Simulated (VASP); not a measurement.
# CsTlS (P4/mmm) in VASP: a series of runs, part 2 of 2

VASP 6.6.1.

### 4 Relaxation of cell and atoms, PBE

Input file INCAR:

```
SYSTEM = CsTlS
ALGO = Normal
EDIFF = 1E-6
EDIFFG = -0.04
ENCUT = 600
GGA = PE
IBRION = 2
ISIF = 3
ISMEAR = 0
LASPH = .TRUE.
LCHARG = .FALSE.
LREAL = .FALSE.
LWAVE = .FALSE.
NELM = 60
NSW = 90
PREC = Accurate
SIGMA = 0.1
```

Input file KPOINTS:

```
k-points
0
G
  4 4 4
  0 0 0
```

Input file POSCAR:

```
CsTlS
1.0
    4.7303721800      0.0000000000      0.0000000000
    0.0000000000      4.7303721800      0.0000000000
    0.0000000000      0.0000000000      5.3777385500
Cs Tl S
1 1 1
Direct
    0.5000000000      0.5000000000      0.5000000000
    0.0000000000      0.0000000000      0.0000000000
    0.0000000000      0.0000000000      0.5000000000
```

Run with:

```console
$ cat potpaw_PBE.64/Cs_sv/POTCAR potpaw_PBE.64/Tl_d/POTCAR potpaw_PBE.64/S/POTCAR > POTCAR
$ mpirun -np 1 vasp_std > vasp.out
```

It took 87 s on 1 thread of Intel Xeon 6975P-C (Granite Rapids), shared host; peak memory 0.3 GiB.

It converged, with:

```
Free energy                           : -8.6545 eV
Relaxed volume                        : 46.62 Å³/atom
Relaxed cell                          : a = 5.037 Å, b = 5.037 Å, c = 5.513 Å, α = 90.00°, β = 90.00°, γ = 90.00°
Space group after relaxing (to 0.1 Å) : P4/mmm (No. 123)
Energy gained by relaxing             : 43.9 meV/atom
Ionic steps                           : 7
Pressure after relaxing               : 0.0 GPa
Band gap on the k mesh                : zero (bands 14 and 15 overlap by 0.49 eV)
```

Step by step:
```tsv
step	energy change (eV)	largest force (eV/Å)	pressure (GPa)	volume (Å³)
1	0.0000	0.0000	2.43	120.33
2	-0.1082	0.0000	0.74	131.22
3	-0.1277	0.0000	0.14	137.48
4	-0.1292	0.0000	-0.03	139.73
5	-0.1292	0.0000	-0.07	140.13
6	-0.1314	0.0000	-0.04	139.98
7	-0.1318	0.0000	-0.02	139.87
```

Final structure:
```yaml
crystal:
  lattice:
    - [5.03692, 0.00000, 0.00000]
    - [0.00000, 5.03692, 0.00000]
    - [0.00000, 0.00000, 5.51289]
  atoms:
    - { symbol: Cs, position: [0.50000, 0.50000, 0.50000] }
    - { symbol: Tl, position: [0.00000, 0.00000, 0.00000] }
    - { symbol: S, position: [0.00000, 0.00000, 0.50000] }
```

Levels at points of the mesh, in eV from the Fermi level:
```csv
k point,band 12,band 13,band 14,band 15,band 16,band 17
"(0.00, 0.00, 0.00)",-3.77,-2.07,-2.07,1.86,2.28,2.52
"(0.50, 0.00, 0.00)",-3.81,-3.00,-2.48,0.08,2.92,4.14
"(0.50, 0.50, 0.00)",-3.72,-2.29,-2.29,0.96,0.96,1.89
"(0.00, 0.00, 0.50)",-1.78,-1.78,0.07,1.26,1.26,2.00
"(0.50, 0.00, 0.50)",-2.53,-2.20,-0.28,0.24,1.89,3.07
"(0.50, 0.50, 0.50)",-1.89,-1.89,-0.43,-0.43,0.36,3.39
```

Caveat: the volume moved by over 15 % at a fixed basis, so the end points are rough; spin-orbit coupling is left out, which moves the levels of the heavy elements.

### 5 Single point, PBE

This run uses another cell than the first one, of 48.12 Å³/atom.

Input file INCAR:

```
SYSTEM = CsTlS
ALGO = Normal
EDIFF = 1E-7
ENCUT = 520
GGA = PE
ISIF = 2
ISMEAR = 0
LASPH = .True.
LCHARG = .False.
LREAL = .False.
LWAVE = .False.
NBANDS = 21
NELM = 60
PREC = Accurate
SIGMA = 0.1
```

Input file KPOINTS:

```
k-points
0
Gamma
  10 10 8
  0 0 0
```

Input file POSCAR:

```
CsTlS
1.0
    5.0485167982      0.0000000000      0.0000000000
    0.0000000000      5.0485167982      0.0000000000
    0.0000000000      0.0000000000      5.6637939000
Cs Tl S
1 1 1
Direct
    0.5000000000      0.5000000000      0.5000000000
    0.0000000000      0.0000000000      0.0000000000
    0.0000000000      0.0000000000      0.5000000000
```

Run with:

```console
$ cat potpaw_PBE.64/Cs_sv/POTCAR potpaw_PBE.64/Tl_d/POTCAR potpaw_PBE.64/S/POTCAR > POTCAR
$ mpirun -np 1 vasp_std > vasp.out
```

Run time: 1.9 min. Hardware: 1 thread of Intel Xeon 6975P-C (Granite Rapids), shared host; peak memory 0.49 GiB.

It converged, with:

```
Free energy            : -8.6152 eV
Pressure               : 0.0 GPa
Band gap on the k mesh : zero (bands 14 and 15 overlap by 0.37 eV)
```

Levels at points of the mesh, in eV from the Fermi level:
| k point | band 12 | band 13 | band 14 | band 15 | band 16 | band 17 |
| --- | --- | --- | --- | --- | --- | --- |
| (0.00, 0.00, 0.00) | -3.21 | -1.63 | -1.63 | 2.05 | 2.54 | 2.57 |
| (0.50, 0.00, 0.00) | -3.25 | -2.59 | -2.04 | 0.22 | 2.96 | 4.26 |
| (0.50, 0.50, 0.00) | -3.14 | -1.88 | -1.88 | 1.05 | 1.05 | 2.09 |
| (0.00, 0.00, 0.50) | -1.38 | -1.38 | 0.15 | 1.46 | 1.46 | 2.01 |
| (0.50, 0.00, 0.50) | -2.15 | -1.80 | -0.14 | 0.29 | 2.07 | 3.03 |
| (0.50, 0.50, 0.50) | -1.50 | -1.50 | -0.22 | -0.22 | 0.39 | 3.37 |

Caveat: spin-orbit coupling is left out, which moves the levels of the heavy elements.

### 6 Relaxation of cell and atoms, PBE

This run uses another cell than the first one, of 45.58 Å³/atom.

Input file INCAR:

```
SYSTEM = CsTlS
PREC = Accurate
ENCUT = 600
EDIFF = 1E-7
ISMEAR = 0
SIGMA = 0.1
LREAL = .FALSE.
LASPH = .TRUE.
NELM = 100
ALGO = Normal
ISIF = 3
LWAVE = .FALSE.
LCHARG = .FALSE.
GGA = PE
IBRION = 2
NSW = 100
EDIFFG = -0.01
```

Input file KPOINTS:

```
regular mesh
0
G
  10 10 8
  0 0 0
```

Input file POSCAR:

```
CsTlS
1.0
    4.9878064156      0.0000000000      0.0000000000
    0.0000000000      4.9878064156      0.0000000000
    0.0000000000      0.0000000000      5.4965769451
Cs Tl S
1 1 1
Direct
    0.5000000000      0.5000000000      0.5000000000
    0.0000000000      0.0000000000      0.0000000000
    0.0000000000      0.0000000000      0.5000000000
```

Potentials or basis: VASP PAW PBE potentials, release 64 (Cs_sv, Tl_d, S).

Run with:

```console
$ cat potpaw_PBE.64/Cs_sv/POTCAR potpaw_PBE.64/Tl_d/POTCAR potpaw_PBE.64/S/POTCAR > POTCAR
$ mpirun -np 1 vasp_std > vasp.out
```

Run time: 6.3 min. Hardware: 1 thread of Intel Xeon 6975P-C (Granite Rapids), shared host; peak memory 0.55 GiB.

Results (log left out):

- Free energy: -8.6148 eV
- Relaxed volume: 48.28 Å³/atom
- Relaxed cell: a = 5.057 Å, b = 5.057 Å, c = 5.663 Å, α = 90.00°, β = 90.00°, γ = 90.00°
- Space group after relaxing (to 0.1 Å): P4/mmm (No. 123)
- Energy gained by relaxing: 9.7 meV/atom
- Ionic steps: 6
- Pressure after relaxing: 0.0 GPa
- Band gap on the k mesh: zero (bands 14 and 15 overlap by 0.37 eV)

The path:
```csv
step,energy change (eV),largest force (eV/Å),pressure (GPa),volume (Å³)
1,0.0000,0.0000,0.93,136.75
2,-0.0272,0.0000,0.22,142.01
3,-0.0279,0.0000,0.10,143.03
4,-0.0279,0.0000,0.09,143.16
5,-0.0287,0.0000,0.04,143.90
6,-0.0290,0.0000,-0.01,144.84
```

Final structure:
```cif
data_structure
_symmetry_space_group_name_H-M 'P 1'
_symmetry_Int_Tables_number 1
_cell_length_a 5.0572
_cell_length_b 5.0572
_cell_length_c 5.6631
_cell_angle_alpha 90.000
_cell_angle_beta 90.000
_cell_angle_gamma 90.000
_cell_volume 144.84
loop_
_atom_site_label
_atom_site_type_symbol
_atom_site_fract_x
_atom_site_fract_y
_atom_site_fract_z
_atom_site_occupancy
Cs1 Cs 0.50000 0.50000 0.50000 1
Tl1 Tl 0.00000 0.00000 0.00000 1
S1 S 0.00000 0.00000 0.50000 1
```

Levels at points of the mesh, in eV from the Fermi level:
```
           k point  band 11  band 12  band 13  band 14  band 15  band 16  band 17  band 18
(0.00, 0.00, 0.00)    -5.64    -3.21    -1.63    -1.63     2.03     2.54     2.56     2.56
(0.50, 0.00, 0.00)    -5.42    -3.25    -2.59    -2.04     0.22     2.94     4.25     4.33
(0.50, 0.50, 0.00)    -5.23    -3.14    -1.88    -1.88     1.05     1.05     2.08     3.49
(0.00, 0.00, 0.50)    -6.78    -1.38    -1.38     0.15     1.45     1.45     2.00     2.89
(0.50, 0.00, 0.50)    -6.75    -2.15    -1.80    -0.14     0.29     2.06     3.02     3.50
(0.50, 0.50, 0.50)    -6.57    -1.51    -1.51    -0.22    -0.22     0.39     3.37     3.82
```

Caveat: spin-orbit coupling is left out, which moves the levels of the heavy elements.

### 7 Summary

| task | cell | k mesh | cutoff (eV) | gap on the mesh (eV) | pressure (GPa) | relaxed volume (Å³/atom) |
| --- | --- | --- | --- | --- | --- | --- |
| single point | a = 4.730, b = 4.730, c = 5.378 Å, 3 atoms | 4 × 4 × 4 | 520 | none | 2.4 | - |
| single point | a = 4.988, b = 4.988, c = 5.497 Å, 3 atoms | 4 × 4 × 4 | 520 | none | 0.2 | - |
| relaxation of cell and atoms | relaxed from a = 4.730, b = 4.730, c = 5.378 Å, 3 atoms | 4 × 4 × 4 | 600 | none | 0.0 | 46.62 |
| single point | a = 5.049, b = 5.049, c = 5.664 Å, 3 atoms | 10 × 10 × 8 | 520 | none | 0.0 | - |
| relaxation of cell and atoms | relaxed from a = 4.988, b = 4.988, c = 5.497 Å, 3 atoms | 10 × 10 × 8 | 600 | none | 0.0 | 48.28 |

Alike in all rows: level PBE; potentials or basis VASP PAW PBE potentials, release 64 (Cs_sv, Tl_d, S); no spin polarisation; smearing gaussian 0.1 eV.

Caveats: spin-orbit coupling is left out, which moves the levels of the heavy elements; the volume moved by over 15 % at a fixed basis, so the end points are rough (at least some runs).

Absolute energies hang on the potentials; compare differences alone.
